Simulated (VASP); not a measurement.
# KNb2W2 (P4mm) in VASP: notebook

The runs below take KNb2W2 through single point, with PBE.

Program: VASP 6.6.1. These are calculated values, not measurements. Logs are shortened: lines on timing, memory, paths and dates and some standing lists are left out, and cuts for length are marked.

### 1 The cell of the first run

It takes space group P4mm (No. 99, tetragonal). The conventional cell has a = 2.715 Å, b = 2.715 Å, c = 13.720 Å, α = 90.00°, β = 90.00°, γ = 90.00°. Within 3.6 Å of K (site symmetry 4mm) lie 4 K at 2.72 Å and 4 W at 3.58 Å. Within 3.6 Å of Nb (site symmetry 4mm) lie 8 Nb at 2.72 to 3.09 Å and 4 W at 3.04 Å. Nb (site symmetry 4mm) has 1 W at 2.71 Å and 8 Nb at 2.72 to 3.09 Å within 3.6 Å. W (site symmetry 4mm) has 1 Nb at 2.71 Å and 4 W at 2.72 Å and 4 K at 3.58 Å within 3.6 Å. Within 3.6 Å of W (site symmetry 4mm) lie 4 W at 2.72 Å and 4 Nb at 3.04 Å.

The cell was built from a structure type or drawn by symmetry, and may not be a known phase.

### 2 Single point, PBE

File INCAR:

```
PREC = Accurate
ENCUT = 520
EDIFF = 1E-7
ISMEAR = 0
SIGMA = 0.1
LREAL = F
LASPH = T
NELM = 100
ALGO = Normal
ISIF = 2
LWAVE = F
LCHARG = F
GGA = PE
NBANDS = 40
```

File KPOINTS:

```
Automatic mesh
0
Gamma
  6 6 2
```

File POSCAR:

```
KNb2W2
1.0
    2.7152708068      0.0000000000      0.0000000000
    0.0000000000      2.7152708068      0.0000000000
    0.0000000000      0.0000000000     13.7196391489
K Nb W
1 2 2
Direct
    0.5000000000      0.5000000000      0.3469354785
    0.5000000000      0.5000000000      0.9405034408
    0.0000000000      0.0000000000      0.7642097562
    0.0000000000      0.0000000000      0.5669586564
    0.0000000000      0.0000000000      0.1119450181
```

Potentials or basis: VASP PAW PBE potentials, release 64 (K_sv, Nb_sv, W_sv).

Command:

```bash
$ cat potpaw_PBE.64/K_sv/POTCAR potpaw_PBE.64/Nb_sv/POTCAR potpaw_PBE.64/W_sv/POTCAR > POTCAR
$ mpirun -np 1 vasp_std > vasp.out
```

OUTCAR:

```text
PREC = Accurate
   ENCUT = 520
   EDIFF = 1E-7
   ISMEAR = 0
   LREAL = F
   LASPH = T
   NELM = 100
   ISIF = 2
   GGA = PE

 ion  position               nearest neighbor table
   1  0.500  0.500  0.347-   4 3.58   4 3.58   4 3.58   4 3.58
   2  0.500  0.500  0.941-   5 3.04   5 3.04   5 3.04   5 3.04
   3  0.000  0.000  0.764-   4 2.71
   4  0.000  0.000  0.567-   3 2.71   1 3.58   1 3.58   1 3.58   1 3.58
   5  0.000  0.000  0.112-   2 3.04   2 3.04   2 3.04   2 3.04

  LATTYP: Found a simple tetragonal cell.
 ALAT       =     2.7152708068
 C/A-ratio  =     5.0527701011

  Lattice vectors:

 A1 = (   2.7152708068,   0.0000000000,   0.0000000000)
 A2 = (   0.0000000000,   2.7152708068,   0.0000000000)
 A3 = (   0.0000000000,   0.0000000000,  13.7196391489)

Analysis of symmetry for initial positions (statically):
=====================================================================
 Subroutine PRICEL returns:
 Original cell was already a primitive cell.

 Routine SETGRP: Setting up the symmetry group for a
 simple tetragonal supercell.

 Subroutine GETGRP returns: Found  8 space group operations
 (whereof  8 operations were pure point group operations)
 out of a pool of 16 trial point group operations.

The static configuration has the point symmetry C_4v.

Analysis of symmetry for dynamics (positions and initial velocities):
=====================================================================
 Subroutine PRICEL returns:
 Original cell was already a primitive cell.

 Routine SETGRP: Setting up the symmetry group for a
 simple tetragonal supercell.

 Subroutine GETGRP returns: Found  8 space group operations
 (whereof  8 operations were pure point group operations)
 out of a pool of 16 trial point group operations.

The dynamic configuration has the point symmetry C_4v.

 Subroutine INISYM returns: Found  8 space group operations
 (whereof  8 operations are pure point group operations),
 and found     1 'primitive' translations

----------------------------------------------------------------------------------------

                                     Primitive cell

  volume of cell :     101.1507

  direct lattice vectors                    reciprocal lattice vectors
     2.715270807  0.000000000  0.000000000     0.368287391  0.000000000  0.000000000
     0.000000000  2.715270807  0.000000000     0.000000000  0.368287391  0.000000000
     0.000000000  0.000000000 13.719639149     0.000000000  0.000000000  0.072888214

  length of vectors
     2.715270807  2.715270807 13.719639149     0.368287391  0.368287391  0.072888214

  position of ions in fractional coordinates (direct lattice)
     0.500000000  0.500000000  0.346935479
     0.500000000  0.500000000  0.940503441
     0.000000000  0.000000000  0.764209756
     0.000000000  0.000000000  0.566958656
     0.000000000  0.000000000  0.111945018

  ion indices of the primitive-cell ions
   primitive index   ion index
                 1           1
                 2           2
                 3           3
                 4           4
                 5           5

----------------------------------------------------------------------------------------

 KPOINTS: Automatic mesh

Automatic generation of k-mesh.
 Grid dimensions read from file:
 generate k-points for:    6    6    2

 Generating k-lattice:

  Cartesian coordinates                     Fractional coordinates (reciprocal lattice)
     0.061381232  0.000000000  0.000000000     0.166666667  0.000000000  0.000000000
     0.000000000  0.061381232  0.000000000     0.000000000  0.166666667  0.000000000
     0.000000000  0.000000000  0.036444107     0.000000000  0.000000000  0.500000000

  Length of vectors
     0.061381232  0.061381232  0.036444107

  Shift w.r.t. Gamma in fractional coordinates (k-lattice)
     0.000000000  0.000000000  0.000000000

 Subroutine IBZKPT returns following result:
 ===========================================

 Found     20 irreducible k-points:

 Following reciprocal coordinates:
            Coordinates               Weight
  0.000000  0.000000  0.000000      1.000000
  0.166667  0.000000  0.000000      4.000000
  0.333333  0.000000  0.000000      4.000000
  0.500000  0.000000  0.000000      2.000000
  0.166667  0.166667  0.000000      4.000000
  0.333333  0.166667  0.000000      8.000000
[... 12 lines left out ...]
  0.500000  0.333333  0.500000      4.000000
  0.500000  0.500000  0.500000      1.000000
   k-points           NKPTS =     20   k-points in BZ     NKDIM =     20   number of bands    NBANDS=     40
   number of dos      NEDOS =    301   number of ions     NIONS =      5
   total plane-waves  NPLWV =  43200
   dimension x,y,z NGX =    20 NGY =   20 NGZ =  108
   dimension x,y,z NGXF=    40 NGYF=   40 NGZF=  216
   ions per type =               1   2   2
   NGX,Y,Z   is equivalent  to a cutoff of  12.25, 12.25, 13.09 a.u.
   NGXF,Y,Z  is equivalent  to a cutoff of  24.49, 24.49, 26.17 a.u.
 SYSTEM =  unknown system
   PREC   = accura    normal or accurate (medium, high low for compatibility)
   ISTART =      0    job   : 0-new  1-cont  2-samecut
   ICHARG =      2    charge: 1-file 2-atom 10-const
   ISPIN  =      1    spin polarized calculation?
   LNONCOLLINEAR =      F non collinear calculations
   LSORBIT =      F    spin-orbit coupling
   LASPH  =      T    aspherical Exc in radial PAW
   ENCUT  =  520.0 eV  38.22 Ry    6.18 a.u.   5.05  5.05 25.51*2*pi/ulx,y,z
   NELM   =    100;   NELMIN=  2; NELMDL= -5     # of ELM steps
   EDIFF  = 0.1E-06   stopping-criterion for ELM
   LREAL  =      F    real-space projection
   EDIFFG = 0.1E-05   stopping-criterion for IOM
   NSW    =      0    number of steps for IOM
   IBRION =     -1    ionic relax: 0-MD 1-quasi-New 2-CG
   NFREE  =      0    steps in history (QN), initial steepest desc. (CG)
   ISIF   =      2    stress and relaxation
   ISYM   =      2    0-nonsym 1-usesym 2-fastsym
   POTIM  = 0.5000    time-step for ionic-motion
   TEBEG  =    0.0;   TEEND  =   0.0 temperature during run
   PSTRESS=    0.0 pullay stress
   NELECT =      63.0000    total number of electrons
   NUPDOWN=      -1.0000    fix difference up-down
   EMIN   =  10.00;   EMAX   =-10.00  energy-range for DOS
   EFERMI =   0.00;   METHOD = LEGACY
   ISMEAR =     0;   SIGMA  =   0.10  broadening in eV -4-tet -1-fermi 0-gaus
   EFERMI_NEDOS =   21; number of points for ismear=-14 and -15
   IALGO  =     38    algorithm
   IMIX   =      4    mixing-type and parameters
     AMIX     =   0.40;   BMIX     =  1.00
     AMIX_MAG =   1.60;   BMIX_MAG =  1.00
  volume/ion in A,a.u.               =      20.23       136.52
  Fermi-wavevector in a.u.,A,eV,Ry     =   1.398080  2.641988 26.594324  1.954628
  Thomas-Fermi vector in A             =   2.521273
   LORBIT       =      0    0 simple, 1 ext, 2 COOP (PROOUT), +10 PAW based schemes
   GGA     = PE    functional components
   LHFCALC =     F    Hartree Fock is set to
   AEXX    =    0.0000 exact exchange contribution
   IVDW    =     0    specifies the selected vdW correction
   LEPSILON=     F    determine dielectric tensor
   LRPA    =     F    only Hartree local field effects (RPA)
 non-spin polarized calculation
 Gauss-broadening in eV      SIGMA  =   0.10
  energy-cutoff  :      520.00
  volume of cell :      101.15
 maximum number of plane-waves:      2760
   NGX = 11   NGY = 11   NGZ = 51

 number of electron      63.0000002 magnetization

 Free energy of the ion-electron system (eV)
  ---------------------------------------------------
  ext. energy  EPLUGINS =         0.00000000
  ---------------------------------------------------
  free energy    TOTEN  =       -42.46355404 eV

  energy without entropy =      -42.42894560  energy(sigma->0) =      -42.44624982

 E-fermi :   8.0354     XC(G=0): -11.5379

 val. band max:        8.0307476290   @ k =   0.3333   0.3333   0.5000
 cond. band min:       8.0568308055   @ k =   0.3333   0.0000   0.0000
 fundamental gap:      0.0260831764
 Fermi energy:         8.0354143809

 k-point     1 :       0.0000    0.0000    0.0000
  band No.  band energies     occupation
      1     -65.8875      2.00000
      2     -65.6553      2.00000
      3     -46.6785      2.00000
      4     -46.5799      2.00000
      5     -30.1363      2.00000
      6     -29.8519      2.00000
[... 32 lines left out ...]
     39      11.3749      0.00000
     40      11.3749      0.00000

 k-point     2 :       0.1667    0.0000    0.0000
  band No.  band energies     occupation
      1     -65.8712      2.00000
      2     -65.6389      2.00000
      3     -46.6279      2.00000
      4     -46.5386      2.00000
      5     -30.1094      2.00000
      6     -29.8263      2.00000
[... 32 lines left out ...]
     39      11.0976      0.00000
     40      11.1625      0.00000

 k-point     3 :       0.3333    0.0000    0.0000
  band No.  band energies     occupation
      1     -65.8385      2.00000
      2     -65.6061      2.00000
      3     -46.5225      2.00000
      4     -46.4570      2.00000
      5     -30.2990      2.00000
      6     -30.1079      2.00000
[... 32 lines left out ...]
     39      10.4897      0.00000
     40      10.7091      0.00000

 k-point     4 :       0.5000    0.0000    0.0000
  band No.  band energies     occupation
      1     -65.8221      2.00000
      2     -65.5896      2.00000
      3     -46.4666      2.00000
      4     -46.4178      2.00000
      5     -30.5251      2.00000
      6     -30.3337      2.00000
[... 32 lines left out ...]
     39      10.8583      0.00000
     40      11.4514      0.00000
[... 600 lines left out ...]
     39      10.9679      0.00000
     40      11.3525      0.00000

 k-point    19 :       0.5000    0.3333    0.5000
  band No.  band energies     occupation
      1     -65.7742      2.00000
      2     -65.5415      2.00000
      3     -46.3319      2.00000
      4     -46.2838      2.00000
      5     -30.4339      2.00000
      6     -30.2440      2.00000
[... 32 lines left out ...]
     39      11.3995      0.00000
     40      11.8612      0.00000

 k-point    20 :       0.5000    0.5000    0.5000
  band No.  band energies     occupation
      1     -65.7581      2.00000
      2     -65.5253      2.00000
      3     -46.2861      2.00000
      4     -46.2381      2.00000
      5     -30.4031      2.00000
      6     -30.4031      2.00000
[... 32 lines left out ...]
     39      12.5686      0.00000
     40      14.5812      0.00000

------------------------ aborting loop because EDIFF is reached ----------------------------------------

  FORCE on cell =-STRESS in cart. coord.  units (eV):
  Direction    XX          YY          ZZ          XY          YZ          ZX
  --------------------------------------------------------------------------------------
  -------------------------------------------------------------------------------------
  Total        0.1104021      0.1104021      0.0559652      0.0000000      0.0000000      0.0000000
  in kB        1.7487141      1.7487141      0.8864603      0.0000000      0.0000000      0.0000000
  external PRESSURE =       1.4612962 kB  Pullay stress =       0.0000000 kB

 VOLUME and BASIS-vectors are now :
 -----------------------------------------------------------------------------
  energy-cutoff  :      520.00
  volume of cell :      101.15
      direct lattice vectors                 reciprocal lattice vectors
     2.715270807  0.000000000  0.000000000     0.368287391  0.000000000  0.000000000
     0.000000000  2.715270807  0.000000000     0.000000000  0.368287391  0.000000000
     0.000000000  0.000000000 13.719639149     0.000000000  0.000000000  0.072888214

 POSITION                                       TOTAL-FORCE (eV/Angst)
 -----------------------------------------------------------------------------------
      1.35764      1.35764      4.75983         0.000000      0.000000     -0.018811
      1.35764      1.35764     12.90337        -0.000000     -0.000000     -0.020956
      0.00000      0.00000     10.48468         0.000000      0.000000      0.015914
      0.00000      0.00000      7.77847         0.000000      0.000000      0.009557
      0.00000      0.00000      1.53585         0.000000      0.000000      0.014295
 -----------------------------------------------------------------------------------
    total drift:                                0.000000      0.000000      0.000161

  FREE ENERGIE OF THE ION-ELECTRON SYSTEM (eV)
  ---------------------------------------------------
  free  energy   TOTEN  =       -42.4635540425 eV

  energy  without entropy=      -42.4289456002  energy(sigma->0) =      -42.44624982
```

Wall time 74 s (1 thread of Intel Xeon Platinum 8488C (Sapphire Rapids), shared host); peak memory 0.24 GiB.

Results:

```yaml
Free_energy: -42.4636 eV
Pressure: 0.1 GPa
Largest_force: 0.021 eV/Å
Band_gap_on_the_k_mesh: zero (an odd number of electrons rules out a gap without spin polarisation)
```

Forces in eV/Å, atoms in the order of the input:
```
K    0.000  0.000 -0.019
Nb   0.000  0.000 -0.021
Nb   0.000  0.000  0.016
W    0.000  0.000  0.010
W    0.000  0.000  0.014
```

Levels at points of the mesh, in eV from the Fermi level:
| k point | band 27 | band 28 | band 29 | band 30 | band 31 | band 32 | band 33 | band 34 | band 35 | band 36 |
| --- | --- | --- | --- | --- | --- | --- | --- | --- | --- | --- |
| (0.00, 0.00, 0.00) | -2.68 | -2.36 | -2.05 | -1.95 | -0.41 | -0.16 | 0.42 | 1.53 | 1.53 | 2.06 |
| (0.50, 0.00, 0.00) | -1.56 | -1.36 | -1.22 | -0.56 | -0.29 | 0.91 | 1.14 | 1.48 | 1.51 | 1.52 |
| (0.50, 0.50, 0.00) | -1.96 | -1.96 | -0.70 | -0.41 | -0.41 | 0.09 | 1.58 | 1.58 | 1.99 | 2.91 |
| (0.00, 0.00, 0.50) | -2.68 | -2.50 | -1.95 | -1.80 | -0.81 | -0.07 | 0.64 | 1.52 | 1.52 | 2.05 |
| (0.50, 0.00, 0.50) | -1.53 | -1.49 | -1.24 | -0.04 | 0.04 | 0.54 | 0.64 | 1.14 | 1.48 | 1.51 |
| (0.50, 0.50, 0.50) | -1.91 | -1.91 | -0.81 | -0.53 | -0.53 | 0.40 | 1.60 | 1.83 | 1.83 | 2.90 |

Caveat: the k points lie up to 0.39 Å⁻¹ apart, too coarse for converged energies and pressures of a metal; spin-orbit coupling is left out, which moves the levels of the heavy elements.

### 3 Single point, PBE

This run uses another cell than the first one, of 24.16 Å³/atom.

File INCAR:

```
ALGO = Fast
EDIFF = 1E-6
ENCUT = 520
GGA = PE
ISIF = 2
ISMEAR = 0
LASPH = T
LCHARG = F
LREAL = F
LWAVE = F
NBANDS = 40
NELM = 100
PREC = Accurate
SIGMA = 0.1
```

File KPOINTS:

```
k-points
0
Gamma
  4 4 4
```

File POSCAR:

```
KNb2W2
1.0
    4.0635837700      0.0000000000      0.0000000000
    0.0000000000      4.0635837700      0.0000000000
    0.0000000000      0.0000000000      7.3163586800
K Nb W
1 2 2
Direct
    0.5000000000      0.5000000000      0.3362649700
    0.5000000000      0.5000000000      0.9366041700
    0.0000000000      0.0000000000      0.8222330400
    0.0000000000      0.0000000000      0.4849413500
    0.0000000000      0.0000000000      0.1505088200
```

Potentials or basis: VASP PAW PBE potentials, release 64 (K_sv, Nb_sv, W_sv).

Command:

```bash
$ cat potpaw_PBE.64/K_sv/POTCAR potpaw_PBE.64/Nb_sv/POTCAR potpaw_PBE.64/W_sv/POTCAR > POTCAR
$ mpirun -np 1 vasp_std > vasp.out
```

Run time: 2.9 min. Hardware: 1 thread of Intel Xeon Platinum 8488C (Sapphire Rapids), shared host; peak memory 0.26 GiB.

Results (log left out):

```
Free energy            : -35.7689 eV
Pressure               : -3.9 GPa
Largest force          : 1.190 eV/Å
Band gap on the k mesh : zero (an odd number of electrons rules out a gap without spin polarisation)
```

Forces on the atoms (eV/Å):
```
K    0.000  0.000  1.190
Nb   0.000  0.000  0.583
Nb   0.000  0.000 -1.067
W    0.000  0.000 -0.266
W    0.000  0.000 -0.440
```

Stress tensor (GPa, compression positive):
```
-7.12  0.00  0.00
 0.00 -7.12  0.00
 0.00  0.00  2.58
```

Levels at points of the mesh, in eV from the Fermi level:
```csv
k point,band 29,band 30,band 31,band 32,band 33,band 34,band 35,band 36
"(0.00, 0.00, 0.00)",-1.24,-1.24,-1.23,-0.24,0.03,0.17,0.65,0.65
"(0.50, 0.00, 0.00)",-1.07,-0.83,-0.47,0.40,0.43,0.73,1.31,1.35
"(0.50, 0.50, 0.00)",-0.12,0.13,0.16,0.16,0.60,0.68,0.68,0.82
"(0.00, 0.00, 0.50)",-1.58,-0.54,-0.26,0.33,0.36,0.36,0.41,1.20
"(0.50, 0.00, 0.50)",-1.03,-0.83,-0.42,-0.37,0.27,0.53,0.63,1.02
"(0.50, 0.50, 0.50)",-0.77,-0.35,-0.35,-0.01,0.26,0.73,1.02,1.02
```

Caveat: the k points lie up to 0.39 Å⁻¹ apart, too coarse for converged energies and pressures of a metal; spin-orbit coupling is left out, which moves the levels of the heavy elements; forces of over 1 eV/Å act on the atoms, so gaps and moduli don't describe the material at rest.

### 4 Single point, PBE

This run uses another cell than the first one, of 20.15 Å³/atom.

File INCAR:

```
SYSTEM = KNb2W2
PREC = Accurate ; ENCUT = 520
EDIFF = 1E-6 ; ISMEAR = 0
SIGMA = 0.1 ; LREAL = .FALSE.
LASPH = .TRUE. ; NELM = 60
ALGO = Fast ; ISIF = 2
LWAVE = .FALSE. ; LCHARG = .FALSE.
GGA = PE ; NBANDS = 40
```

File KPOINTS:

```
regular mesh
0
G
  14 14 4
  0 0 0
```

File POSCAR:

```
KNb2W2
1.0
    2.7159558935      0.0000000000      0.0000000000
    0.0000000000      2.7159558935      0.0000000000
    0.0000000000      0.0000000000     13.6589037549
K Nb W
1 2 2
Direct
    0.5000000000      0.5000000000      0.3465159425
    0.5000000000      0.5000000000      0.9406855698
    0.0000000000      0.0000000000      0.7638003668
    0.0000000000      0.0000000000      0.5669784372
    0.0000000000      0.0000000000      0.1125720336
```

Command:

```bash
$ cat potpaw_PBE.64/K_sv/POTCAR potpaw_PBE.64/Nb_sv/POTCAR potpaw_PBE.64/W_sv/POTCAR > POTCAR
$ mpirun -np 1 vasp_std > vasp.out
```

Run time: 20 min. Hardware: 1 thread of Intel Xeon Platinum 8488C (Sapphire Rapids), shared host; peak memory 0.49 GiB.

It converged, with:

```
Free energy            : -42.4293 eV
Pressure               : 0.1 GPa
Largest force          : 0.022 eV/Å
Band gap on the k mesh : zero (an odd number of electrons rules out a gap without spin polarisation)
```

Forces on the atoms (eV/Å):
```
K    0.000  0.000  0.002
Nb   0.000  0.000 -0.017
Nb   0.000  0.000  0.022
W    0.000  0.000  0.007
W    0.000  0.000 -0.014
```

Stress tensor (GPa, compression positive):
```
 0.18  0.00  0.00
 0.00  0.18  0.00
 0.00  0.00 -0.11
```

Levels at points of the mesh, in eV from the Fermi level:
```csv
k point,band 30,band 31,band 32,band 33,band 34,band 35
"(0.00, 0.00, 0.00)",-1.90,-0.28,-0.08,0.52,1.57,1.57
"(0.50, 0.00, 0.00)",-0.48,-0.22,0.98,1.19,1.52,1.59
"(0.50, 0.50, 0.00)",-0.32,-0.32,0.16,1.65,1.65,2.08
"(0.00, 0.00, 0.50)",-1.69,-0.70,0.01,0.75,1.57,1.57
"(0.50, 0.00, 0.50)",0.05,0.11,0.62,0.71,1.19,1.52
"(0.50, 0.50, 0.50)",-0.44,-0.44,0.50,1.68,1.91,1.91
```

Caveat: spin-orbit coupling is left out, which moves the levels of the heavy elements.

### 5 Summary

```tsv
cell	k mesh	gap on the mesh (eV)	pressure (GPa)	largest force (eV/Å)
a = 2.715, b = 2.715, c = 13.720 Å, 5 atoms, atomic positions A	6 × 6 × 2	none	0.1	0.02
a = 4.064, b = 4.064, c = 7.316 Å, 5 atoms, atomic positions B	4 × 4 × 4	none	-3.9	1.19
a = 2.716, b = 2.716, c = 13.659 Å, 5 atoms, atomic positions C	14 × 14 × 4	none	0.1	0.02
```

Alike in all rows: task single point; level PBE; potentials or basis VASP PAW PBE potentials, release 64 (K_sv, Nb_sv, W_sv); no spin polarisation; cutoff (eV) 520; smearing gaussian 0.1 eV.

Caveats: some runs use coarse meshes; spin-orbit coupling is left out, which moves the levels of the heavy elements; forces of over 1 eV/Å act on the atoms, so gaps and moduli don't describe the material at rest (at least some runs).

Total energies depend on the potentials used, so only differences within one code and one set of settings carry meaning.
